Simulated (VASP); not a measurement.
# Zr4F (P6/mmm) in VASP: a series of runs

Zr4F is run at these levels: PBE; tasks: single point.

All numbers are computed with VASP 6.6.1; they aren't measurements. Logs are shortened: lines on timing, memory, paths and dates and some standing lists are left out, and cuts for length are marked.

## Step 1: The cell of the first run

It takes space group P6/mmm (No. 191, hexagonal). The conventional cell has a = 3.866 Å, b = 3.866 Å, c = 6.645 Å, α = 90.00°, β = 90.00°, γ = 120.00°. Zr (site symmetry 3m) has 3 Zr at 2.23 Å and 3 F at 2.75 Å within 3.0 Å. Within 3.6 Å of F (site symmetry 6/mmm) lie 12 Zr at 2.75 Å.

## Step 2: Single point, PBE

INCAR reads:

```
SYSTEM = Zr4F
PREC = Accurate
ENCUT = 520
EDIFF = 1E-7
ISMEAR = 0
SIGMA = 0.1
LREAL = .FALSE.
LASPH = .TRUE.
NELM = 80
ALGO = Normal
ISIF = 2
LWAVE = .FALSE.
LCHARG = .TRUE.
GGA = PE
LELF = .TRUE.
LVHAR = .TRUE.
NBANDS = 36
```

KPOINTS reads:

```
regular mesh
0
G
  6 6 4
  0 0 0
```

POSCAR reads:

```
Zr4F
1.0
    3.8655037100      0.0000000000      0.0000000000
   -1.9327518500      3.3476244100      0.0000000000
    0.0000000000      0.0000000000      6.6449215000
Zr F
4 1
Direct
    0.3333333300      0.6666666700      0.7429226400
    0.3333333300      0.6666666700      0.2570773600
    0.6666666700      0.3333333300      0.2570773600
    0.6666666700      0.3333333300      0.7429226400
    0.0000000000      0.0000000000      0.5000000000
```

Potentials or basis: VASP PAW PBE potentials, release 64 (Zr_sv, F).

Launch:

```console
$ cat potpaw_PBE.64/Zr_sv/POTCAR potpaw_PBE.64/F/POTCAR > POTCAR
$ mpirun -np 1 vasp_std > vasp.out
```

OUTCAR:

```text
SYSTEM = Zr4F
   PREC = Accurate
   ENCUT = 520
   EDIFF = 1E-7
   ISMEAR = 0
   LREAL = .FALSE.
   LASPH = .TRUE.
   NELM = 80
   ISIF = 2
   GGA = PE

 ion  position               nearest neighbor table
   1  0.333  0.667  0.743-   4 2.23   4 2.23   4 2.23   5 2.75   5 2.75   5 2.75   2 3.23   2 3.42

   2  0.333  0.667  0.257-   3 2.23   3 2.23   3 2.23   5 2.75   5 2.75   5 2.75   1 3.23   1 3.42

   3  0.667  0.333  0.257-   2 2.23   2 2.23   2 2.23   5 2.75   5 2.75   5 2.75   4 3.23   4 3.42

   4  0.667  0.333  0.743-   1 2.23   1 2.23   1 2.23   5 2.75   5 2.75   5 2.75   3 3.23   3 3.42

   5  0.000  0.000  0.500-   1 2.75   2 2.75   3 2.75   4 2.75   1 2.75   2 2.75   3 2.75   4 2.75
                             3 2.75   4 2.75   1 2.75   2 2.75

  LATTYP: Found a hexagonal cell.
 ALAT       =     3.8655037100
 C/A-ratio  =     1.7190312049

  Lattice vectors:

 A1 = (   3.8655037100,   0.0000000000,   0.0000000000)
 A2 = (  -1.9327518500,   3.3476244100,   0.0000000000)
 A3 = (   0.0000000000,   0.0000000000,   6.6449215000)

Analysis of symmetry for initial positions (statically):
=====================================================================
 Subroutine PRICEL returns:
 Original cell was already a primitive cell.

 Routine SETGRP: Setting up the symmetry group for a
 hexagonal supercell.

 Subroutine GETGRP returns: Found 24 space group operations
 (whereof 24 operations were pure point group operations)
 out of a pool of 24 trial point group operations.

The static configuration has the point symmetry D_6h.

Analysis of symmetry for dynamics (positions and initial velocities):
=====================================================================
 Subroutine PRICEL returns:
 Original cell was already a primitive cell.

 Routine SETGRP: Setting up the symmetry group for a
 hexagonal supercell.

 Subroutine GETGRP returns: Found 24 space group operations
 (whereof 24 operations were pure point group operations)
 out of a pool of 24 trial point group operations.

The dynamic configuration has the point symmetry D_6h.

 Subroutine INISYM returns: Found 24 space group operations
 (whereof 24 operations are pure point group operations),
 and found     1 'primitive' translations

----------------------------------------------------------------------------------------

                                     Primitive cell

  volume of cell :      85.9870

  direct lattice vectors                    reciprocal lattice vectors
     3.865503710  0.000000000  0.000000000     0.258698497  0.149359647  0.000000000
    -1.932751850  3.347624410  0.000000000     0.000000000  0.298719294  0.000000000
     0.000000000  0.000000000  6.644921500     0.000000000  0.000000000  0.150490867

  length of vectors
     3.865503710  3.865503706  6.644921500     0.298719294  0.298719294  0.150490867

  position of ions in fractional coordinates (direct lattice)
     0.333333330  0.666666670  0.742922640
     0.333333330  0.666666670  0.257077360
     0.666666670  0.333333330  0.257077360
     0.666666670  0.333333330  0.742922640
     0.000000000  0.000000000  0.500000000

  ion indices of the primitive-cell ions
   primitive index   ion index
                 1           1
                 2           2
                 3           3
                 4           4
                 5           5

----------------------------------------------------------------------------------------

 KPOINTS: regular mesh

Automatic generation of k-mesh.
 Grid dimensions read from file:
 generate k-points for:    6    6    4

 Generating k-lattice:

  Cartesian coordinates                     Fractional coordinates (reciprocal lattice)
     0.043116416  0.024893274  0.000000000     0.166666667  0.000000000  0.000000000
     0.000000000  0.049786549  0.000000000     0.000000000  0.166666667  0.000000000
     0.000000000  0.000000000  0.037622717     0.000000000  0.000000000  0.250000000

  Length of vectors
     0.049786549  0.049786549  0.037622717

  Shift w.r.t. Gamma in fractional coordinates (k-lattice)
     0.000000000  0.000000000  0.000000000

 Subroutine IBZKPT returns following result:
 ===========================================

 Found     21 irreducible k-points:

 Following reciprocal coordinates:
            Coordinates               Weight
  0.000000  0.000000  0.000000      1.000000
  0.166667  0.000000  0.000000      6.000000
  0.333333  0.000000  0.000000      6.000000
  0.500000  0.000000  0.000000      3.000000
  0.166667  0.166667  0.000000      6.000000
  0.333333  0.166667  0.000000     12.000000
[... 13 lines left out ...]
  0.333333  0.166667  0.500000     12.000000
  0.333333  0.333333  0.500000      2.000000
   k-points           NKPTS =     21   k-points in BZ     NKDIM =     21   number of bands    NBANDS=     36
   number of dos      NEDOS =    301   number of ions     NIONS =      5
   total plane-waves  NPLWV =  45000
   dimension x,y,z NGX =    30 NGY =   30 NGZ =   50
   dimension x,y,z NGXF=    60 NGYF=   60 NGZF=  100
   ions per type =               4   1
   NGX,Y,Z   is equivalent  to a cutoff of  12.90, 12.90, 12.51 a.u.
   NGXF,Y,Z  is equivalent  to a cutoff of  25.80, 25.80, 25.02 a.u.
 SYSTEM =  Zr4F
   PREC   = accura    normal or accurate (medium, high low for compatibility)
   ISTART =      0    job   : 0-new  1-cont  2-samecut
   ICHARG =      2    charge: 1-file 2-atom 10-const
   ISPIN  =      1    spin polarized calculation?
   LNONCOLLINEAR =      F non collinear calculations
   LSORBIT =      F    spin-orbit coupling
   LASPH  =      T    aspherical Exc in radial PAW
   ENCUT  =  520.0 eV  38.22 Ry    6.18 a.u.   7.19  7.19 12.36*2*pi/ulx,y,z
   NELM   =     80;   NELMIN=  2; NELMDL= -5     # of ELM steps
   EDIFF  = 0.1E-06   stopping-criterion for ELM
   LREAL  =      F    real-space projection
   EDIFFG = 0.1E-05   stopping-criterion for IOM
   NSW    =      0    number of steps for IOM
   IBRION =     -1    ionic relax: 0-MD 1-quasi-New 2-CG
   NFREE  =      0    steps in history (QN), initial steepest desc. (CG)
   ISIF   =      2    stress and relaxation
   ISYM   =      2    0-nonsym 1-usesym 2-fastsym
   POTIM  = 0.5000    time-step for ionic-motion
   TEBEG  =    0.0;   TEEND  =   0.0 temperature during run
   PSTRESS=    0.0 pullay stress
   NELECT =      55.0000    total number of electrons
   NUPDOWN=      -1.0000    fix difference up-down
   EMIN   =  10.00;   EMAX   =-10.00  energy-range for DOS
   EFERMI =   0.00;   METHOD = LEGACY
   ISMEAR =     0;   SIGMA  =   0.10  broadening in eV -4-tet -1-fermi 0-gaus
   EFERMI_NEDOS =   21; number of points for ismear=-14 and -15
   IALGO  =     38    algorithm
   IMIX   =      4    mixing-type and parameters
     AMIX     =   0.40;   BMIX     =  1.00
     AMIX_MAG =   1.60;   BMIX_MAG =  1.00
  volume/ion in A,a.u.               =      17.20       116.05
  Fermi-wavevector in a.u.,A,eV,Ry     =   1.410538  2.665531 27.070394  1.989618
  Thomas-Fermi vector in A             =   2.532482
   LORBIT       =      0    0 simple, 1 ext, 2 COOP (PROOUT), +10 PAW based schemes
   GGA     = PE    functional components
   LHFCALC =     F    Hartree Fock is set to
   AEXX    =    0.0000 exact exchange contribution
   IVDW    =     0    specifies the selected vdW correction
   LEPSILON=     F    determine dielectric tensor
   LRPA    =     F    only Hartree local field effects (RPA)
 non-spin polarized calculation
 Gauss-broadening in eV      SIGMA  =   0.10
  energy-cutoff  :      520.00
  volume of cell :       85.99
 maximum number of plane-waves:      2348
 NGX is ok and might be reduce to    30
   NGX = 15   NGY = 15   NGZ = 25

 number of electron      54.9999982 magnetization

 Free energy of the ion-electron system (eV)
  ---------------------------------------------------
  ext. energy  EPLUGINS =         0.00000000
  ---------------------------------------------------
  free energy    TOTEN  =       -23.82337242 eV

  energy without entropy =      -23.79081859  energy(sigma->0) =      -23.80709550

 E-fermi :   9.8852     XC(G=0): -11.5062

 val. band max:        9.8843825325   @ k =   0.3333   0.0000   0.5000
 cond. band min:       9.8906240188   @ k =   0.3333   0.0000   0.2500
 fundamental gap:      0.0062414863
 Fermi energy:         9.8852093759

 k-point     1 :       0.0000    0.0000    0.0000
  band No.  band energies     occupation
      1     -39.4944      2.00000
      2     -39.4569      2.00000
      3     -36.9696      2.00000
      4     -36.9410      2.00000
      5     -19.1079      2.00000
      6     -19.1079      2.00000
[... 28 lines left out ...]
     35      13.7550      0.00000
     36      13.9847      0.00000

 k-point     2 :       0.1667    0.0000    0.0000
  band No.  band energies     occupation
      1     -39.3688      2.00000
      2     -39.3318      2.00000
      3     -37.1503      2.00000
      4     -37.1211      2.00000
      5     -19.2244      2.00000
      6     -19.1782      2.00000
[... 28 lines left out ...]
     35      14.4865      0.00000
     36      14.5055      0.00000

 k-point     3 :       0.3333    0.0000    0.0000
  band No.  band energies     occupation
      1     -39.0342      2.00000
      2     -38.9984      2.00000
      3     -37.5929      2.00000
      4     -37.5620      2.00000
      5     -19.4339      2.00000
      6     -19.3840      2.00000
[... 28 lines left out ...]
     35      14.5503      0.00000
     36      15.5551      0.00000

 k-point     4 :       0.5000    0.0000    0.0000
  band No.  band energies     occupation
      1     -38.7536      2.00000
      2     -38.7189      2.00000
      3     -37.9263      2.00000
      4     -37.8942      2.00000
      5     -19.5293      2.00000
      6     -19.4779      2.00000
[... 28 lines left out ...]
     35      14.5817      0.00000
     36      15.1295      0.00000

 k-point     5 :       0.1667    0.1667    0.0000
  band No.  band energies     occupation
      1     -39.1340      2.00000
      2     -39.0979      2.00000
      3     -37.4663      2.00000
      4     -37.4359      2.00000
      5     -19.4466      2.00000
      6     -19.3859      2.00000
[... 538 lines left out ...]
 k-point    19 :       0.1667    0.1667    0.5000
  band No.  band energies     occupation
      1     -39.1231      2.00000
      2     -39.1089      2.00000
      3     -37.4572      2.00000
      4     -37.4451      2.00000
      5     -19.4312      2.00000
      6     -19.4015      2.00000
[... 28 lines left out ...]
     35      13.9678      0.00000
     36      14.0463      0.00000

 k-point    20 :       0.3333    0.1667    0.5000
  band No.  band energies     occupation
      1     -38.7436      2.00000
      2     -38.7300      2.00000
      3     -37.9159      2.00000
      4     -37.9032      2.00000
      5     -19.6504      2.00000
      6     -19.6073      2.00000
[... 28 lines left out ...]
     35      13.6198      0.00000
     36      13.9473      0.00000

 k-point    21 :       0.3333    0.3333    0.5000
  band No.  band energies     occupation
      1     -38.3427      2.00000
      2     -38.3427      2.00000
      3     -38.3296      2.00000
      4     -38.3296      2.00000
      5     -19.8026      2.00000
      6     -19.7441      2.00000
[... 28 lines left out ...]
     35      13.1934      0.00000
     36      13.1934      0.00000

------------------------ aborting loop because EDIFF is reached ----------------------------------------

  FORCE on cell =-STRESS in cart. coord.  units (eV):
  Direction    XX          YY          ZZ          XY          YZ          ZX
  --------------------------------------------------------------------------------------
  -------------------------------------------------------------------------------------
  Total       33.0109035     33.0109035     -0.0783670      0.0000000     -0.0000000      0.0000000
  in kB      615.0852579    615.0852574     -1.4601953      0.0000009     -0.0000000      0.0000000
  external PRESSURE =     409.5701067 kB  Pullay stress =       0.0000000 kB

 VOLUME and BASIS-vectors are now :
 -----------------------------------------------------------------------------
  energy-cutoff  :      520.00
  volume of cell :       85.99
      direct lattice vectors                 reciprocal lattice vectors
     3.865503710  0.000000000  0.000000000     0.258698497  0.149359647  0.000000000
    -1.932751850  3.347624410  0.000000000     0.000000000  0.298719294  0.000000000
     0.000000000  0.000000000  6.644921500     0.000000000  0.000000000  0.150490867

 POSITION                                       TOTAL-FORCE (eV/Angst)
 -----------------------------------------------------------------------------------
     -0.00000      2.23175      4.93666        -0.000000      0.000000      1.060038
     -0.00000      2.23175      1.70826         0.000000      0.000000     -1.060038
      1.93275      1.11587      1.70826         0.000000      0.000000     -1.060038
      1.93275      1.11587      4.93666        -0.000000     -0.000000      1.060038
      0.00000      0.00000      3.32246         0.000000      0.000000      0.000000
 -----------------------------------------------------------------------------------
    total drift:                               -0.000000      0.000000     -0.000000

  FREE ENERGIE OF THE ION-ELECTRON SYSTEM (eV)
  ---------------------------------------------------
  free  energy   TOTEN  =       -23.8233724186 eV

  energy  without entropy=      -23.7908185890  energy(sigma->0) =      -23.80709550
```

It took 57 s on 1 thread of Intel Xeon Platinum 8488C (Sapphire Rapids), shared host; peak memory 0.21 GiB.

What came out:

```yaml
Free_energy: -23.8234 eV
Pressure: 41.0 GPa
Largest_force: 1.060 eV/Å
```

Forces on the atoms (eV/Å):
```
Zr   0.000  0.000  1.060
Zr   0.000  0.000 -1.060
Zr   0.000  0.000 -1.060
Zr   0.000  0.000  1.060
F    0.000  0.000  0.000
```

Levels at points of the mesh, in eV from the Fermi level:
| k point | band 24 | band 25 | band 26 | band 27 | band 28 | band 29 | band 30 | band 31 | band 32 | band 33 |
| --- | --- | --- | --- | --- | --- | --- | --- | --- | --- | --- |
| (0.00, 0.00, 0.00) | -1.62 | -0.61 | 0.44 | 0.44 | 1.33 | 1.90 | 1.90 | 1.91 | 1.91 | 3.25 |
| (0.50, 0.00, 0.00) | -1.71 | -1.30 | -1.24 | -0.87 | -0.38 | -0.13 | 1.12 | 1.63 | 2.12 | 2.88 |
| (0.00, 0.00, 0.50) | -1.04 | -1.04 | -0.79 | -0.45 | -0.45 | 1.64 | 1.64 | 2.26 | 2.26 | 4.00 |
| (0.50, 0.00, 0.50) | -1.42 | -1.29 | -0.96 | -0.69 | -0.51 | -0.21 | 0.38 | 2.14 | 2.26 | 2.91 |

Caveat: an odd number of electrons without spin polarisation forces a metal; a magnetic or distorted state may lie lower.

## Step 3: Single point, PBE

This run uses another cell than the first one, of 25.36 Å³/atom, 1.475 times its volume.

INCAR reads:

```
SYSTEM = Zr4F
  PREC = Accurate
  ENCUT = 520
  EDIFF = 1E-6
  ISMEAR = 0
  SIGMA = 0.1
  LREAL = .False.
  LASPH = .True.
  NELM = 60
  ALGO = Normal
  ISIF = 2
  LWAVE = .False.
  LCHARG = .False.
  GGA = PE
  NBANDS = 36
```

KPOINTS reads:

```
Automatic mesh
0
Gamma
  6 6 4
  0 0 0
```

POSCAR reads:

```
Zr4F
1.0
    5.1968763502     -0.0000000039      0.0000000000
   -2.5984381718      4.5006269416      0.0000000000
    0.0000000000      0.0000000000      5.4215044294
Zr F
4 1
Direct
    0.3333333333      0.6666666667      0.7522994292
    0.3333333333      0.6666666667      0.2477005708
    0.6666666667      0.3333333333      0.2477005708
    0.6666666667      0.3333333333      0.7522994292
    0.0000000000      0.0000000000      0.5000000000
```

Potentials or basis: VASP PAW PBE potentials, release 64 (Zr_sv, F).

Launch:

```console
$ cat potpaw_PBE.64/Zr_sv/POTCAR potpaw_PBE.64/F/POTCAR > POTCAR
$ mpirun -np 1 vasp_std > vasp.out
```

Run time: 70 s. Hardware: 1 thread of Intel Xeon Platinum 8488C (Sapphire Rapids), shared host; peak memory 0.27 GiB.

The run converged. Its results:

- Free energy: -32.3407 eV
- Pressure: 0.2 GPa
- Largest force: 0.004 eV/Å

Forces in eV/Å, atoms in the order of the input:
```
Zr   0.000  0.000 -0.004
Zr   0.000  0.000  0.004
Zr   0.000  0.000  0.004
Zr   0.000  0.000 -0.004
F    0.000  0.000  0.000
```

Stress tensor (GPa, compression positive):
```
0.26 0.00 0.00
0.00 0.26 0.00
0.00 0.00 0.00
```

Levels at points of the mesh, in eV from the Fermi level:
```tsv
k point	band 24	band 25	band 26	band 27	band 28	band 29	band 30	band 31	band 32	band 33
(0.00, 0.00, 0.00)	-1.45	-0.96	0.28	0.28	0.28	0.43	0.43	1.30	1.30	1.96
(0.50, 0.00, 0.00)	-1.74	-1.02	-0.79	-0.44	0.02	0.15	0.57	0.87	0.93	1.41
(0.00, 0.00, 0.50)	-0.41	-0.36	-0.36	0.56	0.56	0.92	1.01	1.64	1.64	1.81
(0.50, 0.00, 0.50)	-0.63	-0.40	-0.38	-0.16	-0.10	0.24	0.93	1.18	1.22	2.09
```

Caveat: an odd number of electrons without spin polarisation forces a metal; a magnetic or distorted state may lie lower.
